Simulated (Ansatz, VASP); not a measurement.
# One calculation of Se, two programs

```
Se
1.0
    -1.30204    1.30204    3.66818
     1.30204   -1.30204    3.66818
     1.30204    1.30204   -3.66818
Se
1
Cartesian
  0.0000 0.0000 0.0000
```

Alike in both runs: functional PBEsol; k mesh 22 × 22 × 22; occupations gaussian, width 0.1 eV; no spin polarisation.

Ansatz relaxed the structure, and its values are those at the end. VASP's run is a single point on that final structure, the one shown.

```csv
,VASP,Ansatz
version,VASP 6.6.1,Ansatz 0.2.0
potentials or method,"VASP PAW PBE potentials, release 64 (Se), cutoff 520 eV","scalar-relativistic, plane waves, PAW"
valence electrons in the cell,6,16
```

Ansatz gave:

* gap on the k mesh at the Fermi level (eV): none
* pressure (GPa): 0.0

**Question.** Which values does VASP return?

**Answer.** gap on the k mesh at the Fermi level (eV): none; pressure (GPa): 0.1.

VASP's potentials were made for PBE, not for PBEsol. A gap of «none» marks a metal or a gap that the smearing closes. With one functional, cell and mesh, what is left measures potentials, basis and numerics. VASP's potentials hold 6 valence electrons a cell and Ansatz's 16, so a difference there can come from the potentials and not from the codes.
